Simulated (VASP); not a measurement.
# NaCdF4 (P4/mmm) in VASP: notebook, part 2 of 2

VASP 6.6.1.

### 3 Relaxation of cell and atoms, PBE

This run uses another cell than the first one, of 19.16 Å³/atom.

Input file INCAR:

```
SYSTEM = NaCdF4
ALGO = Normal
EDIFF = 1E-6
EDIFFG = -0.01
ENCUT = 600
GGA = PE
IBRION = 2
ISIF = 3
ISMEAR = 0
LASPH = .TRUE.
LCHARG = .FALSE.
LREAL = .FALSE.
LWAVE = .FALSE.
NELM = 100
NSW = 100
PREC = Accurate
SIGMA = 0.1
```

Input file KPOINTS:

```
k-points
0
G
  10 10 6
  0 0 0
```

Input file POSCAR:

```
NaCdF4
1.0
    4.1580000000      0.0000000000      0.0000000000
    0.0000000000      4.1580000000      0.0000000000
    0.0000000000      0.0000000000      6.6494897400
Na Cd F
1 1 4
Direct
    0.5000000000      0.5000000000      0.5000000000
    0.0000000000      0.0000000000      0.0000000000
    0.0000000000      0.0000000000      0.6841862900
    0.5000000000      0.0000000000      0.0000000000
    0.0000000000      0.5000000000      0.0000000000
    0.0000000000      0.0000000000      0.3158137100
```

Potentials or basis: VASP PAW PBE potentials, release 64 (Na_pv, Cd, F).

Run with:

```bash
$ cat potpaw_PBE.64/Na_pv/POTCAR potpaw_PBE.64/Cd/POTCAR potpaw_PBE.64/F/POTCAR > POTCAR
$ mpirun -np 1 vasp_std > vasp.out
```

OUTCAR:

```text
SYSTEM = NaCdF4
   EDIFF = 1E-6
   EDIFFG = -0.01
   ENCUT = 600
   GGA = PE
   IBRION = 2
   ISIF = 3
   ISMEAR = 0
   LASPH = .TRUE.
   LREAL = .FALSE.
   NELM = 100
   NSW = 100
   PREC = Accurate

 ion  position               nearest neighbor table
   1  0.500  0.500  0.500-
   2  0.000  0.000  0.000-   4 2.08   5 2.08   5 2.08   4 2.08   3 2.10   6 2.10
   3  0.000  0.000  0.684-   2 2.10
   4  0.500  0.000  0.000-   2 2.08   2 2.08
   5  0.000  0.500  0.000-   2 2.08   2 2.08
   6  0.000  0.000  0.316-   2 2.10

  LATTYP: Found a simple tetragonal cell.
 ALAT       =     4.1580000000
 C/A-ratio  =     1.5992038817

  Lattice vectors:

 A1 = (   4.1580000000,   0.0000000000,   0.0000000000)
 A2 = (   0.0000000000,   4.1580000000,   0.0000000000)
 A3 = (   0.0000000000,   0.0000000000,   6.6494897400)

Analysis of symmetry for initial positions (statically):
=====================================================================
 Subroutine PRICEL returns:
 Original cell was already a primitive cell.

 Routine SETGRP: Setting up the symmetry group for a
 simple tetragonal supercell.

[... 181 lines left out ...]
  Direction    XX          YY          ZZ          XY          YZ          ZX
  --------------------------------------------------------------------------------------
  -------------------------------------------------------------------------------------
  Total        1.5867082      1.5867082      0.6260810      0.0000000      0.0000000      0.0000000
  in kB       22.1131365     22.1131365      8.7253688      0.0000000      0.0000000      0.0000000
  external PRESSURE =      17.6505473 kB  Pullay stress =       0.0000000 kB
[... 307 lines left out ...]
--------------------------------------- Ionic step        9  -------------------------------------------

 number of electron      47.0000033 magnetization

 Free energy of the ion-electron system (eV)
  ---------------------------------------------------
  ext. energy  EPLUGINS =         0.00000000
  ---------------------------------------------------
  free energy    TOTEN  =       -19.99552632 eV

  energy without entropy =      -19.98677063  energy(sigma->0) =      -19.99114847

 E-fermi :  -3.1079     XC(G=0):  -7.5222

 val. band max:       -3.1142016597   @ k =   0.5000   0.2000   0.1667
 cond. band min:      -3.0786692377   @ k =   0.2000   0.2000   0.5000
 fundamental gap:      0.0355324220
 Fermi energy:        -3.1078512663

 k-point     1 :       0.0000    0.0000    0.0000
  band No.  band energies     occupation
      1     -25.4238      2.00000
      2     -25.4049      2.00000
      3     -25.4049      2.00000
      4     -23.9076      2.00000
      5     -23.6323      2.00000
      6     -23.4338      2.00000
[... 733 lines left out ...]
     27       5.7298      0.00000
     28       6.8662      0.00000

 [... further k-points ...]

------------------------ aborting loop because EDIFF is reached ----------------------------------------

  FORCE on cell =-STRESS in cart. coord.  units (eV):
  Direction    XX          YY          ZZ          XY          YZ          ZX
  --------------------------------------------------------------------------------------
  -------------------------------------------------------------------------------------
  Total       -0.0156594     -0.0156594      0.0349030      0.0000000      0.0000000     -0.0000000
  in kB       -0.2150545     -0.2150545      0.4793315      0.0000000      0.0000000     -0.0000000
  external PRESSURE =       0.0164075 kB  Pullay stress =       0.0000000 kB
[... 21 lines left out ...]
  FREE ENERGIE OF THE ION-ELECTRON SYSTEM (eV)
  ---------------------------------------------------
  free  energy   TOTEN  =       -19.9955263179 eV

  energy  without entropy=      -19.9867706253  energy(sigma->0) =      -19.99114847

 reached required accuracy - stopping structural energy minimisation
```

Wall time 27 min (1 thread of Intel Xeon 6975P-C (Granite Rapids), shared host); peak memory 0.48 GiB.

Results:

```
Free energy                           : -19.9955 eV
Relaxed volume                        : 19.44 Å³/atom
Relaxed cell                          : a = 4.234 Å, b = 4.234 Å, c = 6.507 Å, α = 90.00°, β = 90.00°, γ = 90.00°
Space group after relaxing (to 0.1 Å) : P4/mmm (No. 123)
Energy gained by relaxing             : 10.9 meV/atom
Ionic steps                           : 9
Pressure after relaxing               : 0.0 GPa
Largest force after relaxing          : 0.008 eV/Å
Band gap on the k mesh                : zero (an odd number of electrons rules out a gap without spin polarisation)
```

Forces in eV/Å, atoms in the order of the input:
```
Na   0.000  0.000  0.000
Cd   0.000  0.000  0.000
F    0.000  0.000  0.008
F    0.000  0.000  0.000
F    0.000  0.000  0.000
F    0.000  0.000 -0.008
```

Step by step:
```csv
step,energy change (eV),largest force (eV/Å),pressure (GPa),volume (Å³)
1,0.0000,0.5378,1.77,114.96
2,-0.0417,0.2055,-0.10,118.51
3,-0.0435,0.1302,-0.53,119.46
4,-0.0533,0.1229,-0.43,118.84
5,-0.0635,0.0666,-0.04,117.00
6,-0.0640,0.0849,-0.13,117.37
7,-0.0640,0.0825,-0.12,117.32
8,-0.0654,0.0139,-0.03,116.82
9,-0.0654,0.0078,0.00,116.66
```

Final structure:
```yaml
crystal:
  lattice:
    - [4.23439, 0.00000, 0.00000]
    - [0.00000, 4.23439, 0.00000]
    - [0.00000, 0.00000, 6.50663]
  atoms:
    - { symbol: Na, position: [0.50000, 0.50000, 0.50000] }
    - { symbol: Cd, position: [0.00000, 0.00000, 0.00000] }
    - { symbol: F, position: [0.00000, 0.00000, 0.67203] }
    - { symbol: F, position: [0.50000, 0.00000, 0.00000] }
    - { symbol: F, position: [0.00000, 0.50000, 0.00000] }
    - { symbol: F, position: [0.00000, 0.00000, 0.32797] }
```

Levels at points of the mesh, in eV from the Fermi level:
```
           k point  band 22  band 23  band 24  band 25  band 26  band 27
(0.00, 0.00, 0.00)    -0.85    -0.85    -0.73     3.92     6.95     8.30
(0.50, 0.00, 0.00)    -0.83    -0.78    -0.45     6.47     6.72     9.22
(0.50, 0.50, 0.00)    -0.78    -0.71     0.38     7.46     8.84     8.84
(0.00, 0.00, 0.50)    -0.95    -0.95    -0.60     4.98     5.36     9.34
(0.50, 0.00, 0.50)    -1.08    -0.95     0.54     6.72     7.66     7.74
(0.50, 0.50, 0.50)    -0.90     0.38     0.57     7.38     9.22     9.22
```

Caveat: an odd number of electrons without spin polarisation forces a metal; a magnetic or distorted state may lie lower.

### 4 Single point, PBE

This run uses another cell than the first one, of 19.16 Å³/atom.

Input file INCAR:

```
PREC     = Accurate       # precision mode
ENCUT    = 520            # plane-wave cutoff, eV
EDIFF    = 1E-7           # SCF threshold, eV
ISMEAR   = 0              # smearing method
SIGMA    = 0.1            # smearing width, eV
LREAL    = False          # projectors in reciprocal space
LASPH    = True           # aspherical terms in the spheres
NELM     = 100            # most SCF steps
ALGO     = Normal         # electronic algorithm
ISIF     = 2              # what is computed and relaxed
LWAVE    = False          # write WAVECAR
LCHARG   = True           # write CHGCAR
GGA      = PE             # functional
LELF     = True           # ELF
LVHAR    = True         
NBANDS   = 32             # bands
```

Input file KPOINTS:

```
Automatic mesh
0
Gamma
  4 4 4
```

POSCAR is that of step 3.

Potentials or basis: VASP PAW PBE potentials, release 64 (Na_pv, Cd, F).

Run with:

```bash
$ cat potpaw_PBE.64/Na_pv/POTCAR potpaw_PBE.64/Cd/POTCAR potpaw_PBE.64/F/POTCAR > POTCAR
$ mpirun -np 1 vasp_std > vasp.out
```

OUTCAR:

```text
PREC = Accurate
   ENCUT = 520
   EDIFF = 1E-7
   ISMEAR = 0
   LREAL = False
   LASPH = True
   NELM = 100
   ISIF = 2
   GGA = PE

 ion  position               nearest neighbor table
   1  0.500  0.500  0.500-
   2  0.000  0.000  0.000-   4 2.08   5 2.08   5 2.08   4 2.08   3 2.10   6 2.10
   3  0.000  0.000  0.684-   2 2.10
   4  0.500  0.000  0.000-   2 2.08   2 2.08
   5  0.000  0.500  0.000-   2 2.08   2 2.08
   6  0.000  0.000  0.316-   2 2.10

  LATTYP: Found a simple tetragonal cell.
 ALAT       =     4.1580000000
 C/A-ratio  =     1.5992038817

  Lattice vectors:

 A1 = (   4.1580000000,   0.0000000000,   0.0000000000)
 A2 = (   0.0000000000,   4.1580000000,   0.0000000000)
 A3 = (   0.0000000000,   0.0000000000,   6.6494897400)

Analysis of symmetry for initial positions (statically):
=====================================================================
 Subroutine PRICEL returns:
 Original cell was already a primitive cell.

 Routine SETGRP: Setting up the symmetry group for a
 simple tetragonal supercell.

 Subroutine GETGRP returns: Found 16 space group operations
 (whereof 16 operations were pure point group operations)
 out of a pool of 16 trial point group operations.

The static configuration has the point symmetry D_4h.

Analysis of symmetry for dynamics (positions and initial velocities):
=====================================================================
 Subroutine PRICEL returns:
 Original cell was already a primitive cell.

 Routine SETGRP: Setting up the symmetry group for a
 simple tetragonal supercell.

 Subroutine GETGRP returns: Found 16 space group operations
 (whereof 16 operations were pure point group operations)
[... 120 lines left out ...]
   IALGO  =     38    algorithm
   IMIX   =      4    mixing-type and parameters
     AMIX     =   0.40;   BMIX     =  1.00
     AMIX_MAG =   1.60;   BMIX_MAG =  1.00
  volume/ion in A,a.u.               =      19.16       129.30
  Fermi-wavevector in a.u.,A,eV,Ry     =   1.215034  2.296081 20.086377  1.476307
  Thomas-Fermi vector in A             =   2.350434
   LORBIT       =      0    0 simple, 1 ext, 2 COOP (PROOUT), +10 PAW based schemes
   GGA     = PE    functional components
   LHFCALC =     F    Hartree Fock is set to
   AEXX    =    0.0000 exact exchange contribution
   IVDW    =     0    specifies the selected vdW correction
   LEPSILON=     F    determine dielectric tensor
   LRPA    =     F    only Hartree local field effects (RPA)
 non-spin polarized calculation
 Gauss-broadening in eV      SIGMA  =   0.10
  energy-cutoff  :      520.00
  volume of cell :      114.96
 maximum number of plane-waves:      3120
 NGX is ok and might be reduce to    32
   NGX = 15   NGY = 15   NGZ = 25

 number of electron      47.0000014 magnetization

 Free energy of the ion-electron system (eV)
  ---------------------------------------------------
  ext. energy  EPLUGINS =         0.00000000
  ---------------------------------------------------
  free energy    TOTEN  =       -19.93646498 eV

  energy without entropy =      -19.92819441  energy(sigma->0) =      -19.93232969

 E-fermi :  -3.0655     XC(G=0):  -7.5704

 val. band max:       -3.0783099900   @ k =   0.5000   0.2500   0.0000
 cond. band min:      -2.9520325462   @ k =   0.2500   0.2500   0.5000
 fundamental gap:      0.1262774438
 Fermi energy:        -3.0654703311

 k-point     1 :       0.0000    0.0000    0.0000
  band No.  band energies     occupation
      1     -25.3437      2.00000
      2     -25.3267      2.00000
      3     -25.3267      2.00000
      4     -24.0553      2.00000
      5     -23.7593      2.00000
      6     -23.2798      2.00000
[... 619 lines left out ...]
     31       7.2748      0.00000
     32       8.0553      0.00000

------------------------ aborting loop because EDIFF is reached ----------------------------------------

  FORCE on cell =-STRESS in cart. coord.  units (eV):
  Direction    XX          YY          ZZ          XY          YZ          ZX
  --------------------------------------------------------------------------------------
  -------------------------------------------------------------------------------------
  Total        1.6703756      1.6703756      0.5070249      0.0000000      0.0000000      0.0000000
  in kB       23.2791669     23.2791669      7.0661451      0.0000000      0.0000000      0.0000000
  external PRESSURE =      17.8748263 kB  Pullay stress =       0.0000000 kB

 VOLUME and BASIS-vectors are now :
 -----------------------------------------------------------------------------
  energy-cutoff  :      520.00
  volume of cell :      114.96
      direct lattice vectors                 reciprocal lattice vectors
     4.158000000  0.000000000  0.000000000     0.240500241  0.000000000  0.000000000
     0.000000000  4.158000000  0.000000000     0.000000000  0.240500241  0.000000000
     0.000000000  0.000000000  6.649489740     0.000000000  0.000000000  0.150387479

 POSITION                                       TOTAL-FORCE (eV/Angst)
 -----------------------------------------------------------------------------------
      2.07900      2.07900      3.32474         0.000000      0.000000     -0.000000
      0.00000      0.00000      0.00000         0.000000      0.000000     -0.000000
      0.00000      0.00000      4.54949         0.000000     -0.000000     -0.464071
      2.07900      0.00000      0.00000         0.000000      0.000000     -0.000000
      0.00000      2.07900      0.00000         0.000000      0.000000     -0.000000
      0.00000      0.00000      2.10000        -0.000000      0.000000      0.464071
 -----------------------------------------------------------------------------------
    total drift:                                0.000000      0.000000     -0.000000

  FREE ENERGIE OF THE ION-ELECTRON SYSTEM (eV)
  ---------------------------------------------------
  free  energy   TOTEN  =       -19.9364649750 eV

  energy  without entropy=      -19.9281944115  energy(sigma->0) =      -19.93232969
```

OSZICAR:

```text
N       E                     dE             d eps       ncg     rms          rms(c)
DAV:   1     0.480125341122E+03    0.48013E+03   -0.24715E+04  1152   0.147E+03
DAV:   2     0.229837004404E+02   -0.45714E+03   -0.42774E+03  1248   0.419E+02
DAV:   3    -0.226946702075E+02   -0.45678E+02   -0.44828E+02  1368   0.137E+02
DAV:   4    -0.236786845042E+02   -0.98401E+00   -0.98247E+00  1280   0.220E+01
DAV:   5    -0.236931353387E+02   -0.14451E-01   -0.14450E-01  1384   0.268E+00    0.164E+01
DAV:   6    -0.201559647833E+02    0.35372E+01   -0.14744E+01  1416   0.468E+01    0.163E+01
DAV:   7    -0.200257124769E+02    0.13025E+00   -0.28643E+00  1264   0.117E+01    0.840E+00
DAV:   8    -0.200097732328E+02    0.15939E-01   -0.64118E-01  1272   0.639E+00    0.446E+00
DAV:   9    -0.199384522903E+02    0.71321E-01   -0.18828E-01  1256   0.345E+00    0.838E-01
DAV:  10    -0.199365600933E+02    0.18922E-02   -0.45578E-02  1328   0.146E+00    0.261E-01
DAV:  11    -0.199367553340E+02   -0.19524E-03   -0.55199E-03  1272   0.558E-01    0.226E-01
DAV:  12    -0.199365608145E+02    0.19452E-03   -0.25739E-03  1320   0.389E-01    0.103E-01
DAV:  13    -0.199364738901E+02    0.86924E-04   -0.29297E-04  1288   0.124E-01    0.565E-02
DAV:  14    -0.199364708288E+02    0.30613E-05   -0.17520E-04  1200   0.947E-02    0.353E-02
DAV:  15    -0.199364651460E+02    0.56828E-05   -0.35959E-05  1432   0.542E-02    0.125E-02
DAV:  16    -0.199364651051E+02    0.40903E-07   -0.70739E-06  1232   0.195E-02    0.487E-03
DAV:  17    -0.199364649720E+02    0.13312E-06   -0.76871E-07  1264   0.683E-03    0.177E-03
DAV:  18    -0.199364649750E+02   -0.30359E-08   -0.58463E-08   912   0.153E-03
   1 F= -.19936465E+02 E0= -.19932330E+02  d E =-.827056E-02
```

Wall time 65 s (1 thread of Intel Xeon 6975P-C (Granite Rapids), shared host); peak memory 0.23 GiB.

What came out:

* Free energy: -19.9365 eV
* Pressure: 1.8 GPa
* Largest force: 0.464 eV/Å
* Band gap on the k mesh: zero (an odd number of electrons rules out a gap without spin polarisation)

Forces in eV/Å, atoms in the order of the input:
```
Na   0.000  0.000  0.000
Cd   0.000  0.000  0.000
F    0.000  0.000 -0.464
F    0.000  0.000  0.000
F    0.000  0.000  0.000
F    0.000  0.000  0.464
```

Stress tensor (GPa, compression positive):
```
2.33 0.00 0.00
0.00 2.33 0.00
0.00 0.00 0.71
```

Levels at points of the mesh, in eV from the Fermi level:
| k point | band 21 | band 22 | band 23 | band 24 | band 25 | band 26 | band 27 | band 28 |
| --- | --- | --- | --- | --- | --- | --- | --- | --- |
| (0.00, 0.00, 0.00) | -1.30 | -0.99 | -0.88 | -0.88 | 4.02 | 7.25 | 8.24 | 11.40 |
| (0.50, 0.00, 0.00) | -1.08 | -0.86 | -0.83 | -0.18 | 6.56 | 6.96 | 9.53 | 9.64 |
| (0.50, 0.50, 0.00) | -0.82 | -0.82 | -0.39 | 0.57 | 7.62 | 8.97 | 8.97 | 9.68 |
| (0.00, 0.00, 0.50) | -1.19 | -1.00 | -1.00 | -0.73 | 4.96 | 5.55 | 9.48 | 11.63 |
| (0.50, 0.00, 0.50) | -1.17 | -1.07 | -0.99 | 0.52 | 6.75 | 7.78 | 8.05 | 8.42 |
| (0.50, 0.50, 0.50) | -1.05 | -0.95 | 0.51 | 0.57 | 7.54 | 9.22 | 9.22 | 9.82 |

Caveat: the k points lie up to 0.38 Å⁻¹ apart, too coarse for converged energies and pressures of a metal; an odd number of electrons without spin polarisation forces a metal; a magnetic or distorted state may lie lower.

### 5 Summary

```tsv
task	cell	k mesh	cutoff (eV)	gap on the mesh (eV)	pressure (GPa)	largest force (eV/Å)
single point	a = 4.218, b = 4.218, c = 6.511 Å, 6 atoms, atomic positions A	10 × 10 × 6	520	none	0.6	0.15
relaxation of cell and atoms	relaxed from a = 4.158, b = 4.158, c = 6.649 Å, 6 atoms, atomic positions B	10 × 10 × 6	600	none	0.0	0.01
single point	a = 4.158, b = 4.158, c = 6.649 Å, 6 atoms, atomic positions B	4 × 4 × 4	520	none	1.8	0.46
```

Alike in all rows: level PBE; potentials or basis VASP PAW PBE potentials, release 64 (Na_pv, Cd, F); no spin polarisation; smearing gaussian 0.1 eV.

Caveats: some runs use coarse meshes; an odd number of electrons without spin polarisation forces a metal; a magnetic or distorted state may lie lower.

Absolute energies hang on the potentials; compare differences alone.
